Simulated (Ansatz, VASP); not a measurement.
# One calculation of SiTe, two programs

INCAR

```
PREC = Accurate
ENCUT = 600
EDIFF = 1E-6
ISMEAR = -1
SIGMA = 0.05
LREAL = F
LASPH = T
NELM = 60
ALGO = Normal
ISIF = 3
LWAVE = F
LCHARG = F
GGA = PS
IVDW = 12
IBRION = 2
NSW = 60
EDIFFG = -0.01
```

The input KPOINTS:

```
Automatic mesh
0
Gamma
  8 8 6
```

File POSCAR:

```
SiTe
1.0
    3.7143358800      0.0000000000      0.0000000000
   -1.8571679400      3.2167092300      0.0000000000
    0.0000000000      0.0000000000      4.9763725600
Si Te
1 1
Direct
    0.0000000000      0.0000000000      0.5000000000
    0.0000000000      0.0000000000      0.0000000000
```

Contents of input.yaml:

```yaml
crystal:
  lattice:
    - [3.71433588, 0.0, 0.0]
    - [-1.85716794, 3.21670923, 0.0]
    - [0.0, 0.0, 4.97637256]
  atoms:
    - { symbol: Si, position: [0.0, 0.0, 0.5] }
    - { symbol: Te, position: [0.0, 0.0, 0.0] }
hamiltonian:
  xc: pbesol
  pseudopotentials: { kind: paw }
  dispersion: d3bj
kpoints:
  mp_grid: { grid: [8, 8, 6] }
scf:
  occupations: { method: fermi_dirac, width: 0.05 }
output:
  forces: true
  stress: true
  eigenvalues: true
  write_density: true
  write_potential: true
  elf: true
  volumetric_format: npy
relax:
  f_tol: 0.01
  max_steps: 40
  cell: { stress_tol: 0.05 }
```

Alike in both runs: task relaxation of cell and atoms; functional PBEsol; dispersion D3(BJ); k mesh 8 × 8 × 6; occupations fermi-dirac, width 0.05 eV; no spin polarisation.

|  | VASP | Ansatz |
| --- | --- | --- |
| version | VASP 6.6.1 | Ansatz 0.2.0 |
| potentials or method | VASP PAW PBE potentials, release 64 (Si, Te) | Ansatz PAW |
| plane-wave cutoff (eV) | 600 | 420 |
| valence electrons in the cell | 10 | 20 |

Ansatz gave:

* gap on the k mesh at the Fermi level, each at its own relaxed structure (eV): none
* relaxed volume (Å³/atom): 22.30
* relaxed cell length with the largest relative difference (Å): 5.413

Q: Which values does VASP return?

A: gap on the k mesh at the Fermi level, each at its own relaxed structure (eV): none; relaxed volume (Å³/atom): 22.33; relaxed cell length with the largest relative difference (Å): 5.417.

VASP's potentials were made for PBE, not for PBEsol. A gap of «none» marks a metal or a gap that the smearing closes. VASP's potentials hold 10 valence electrons a cell and Ansatz's 20, so a difference there can come from the potentials and not from the codes.

Neither program's run includes spin-orbit coupling. Noted on VASP's run: the volume moved by over 15 % at a fixed basis, so the end points are rough. Noted on Ansatz's run: the volume moved by over 15 % at a fixed basis, so the end points are rough; the plane-wave basis is chosen anew once the cell has moved, so the energies of steps on either side of that aren't comparable.
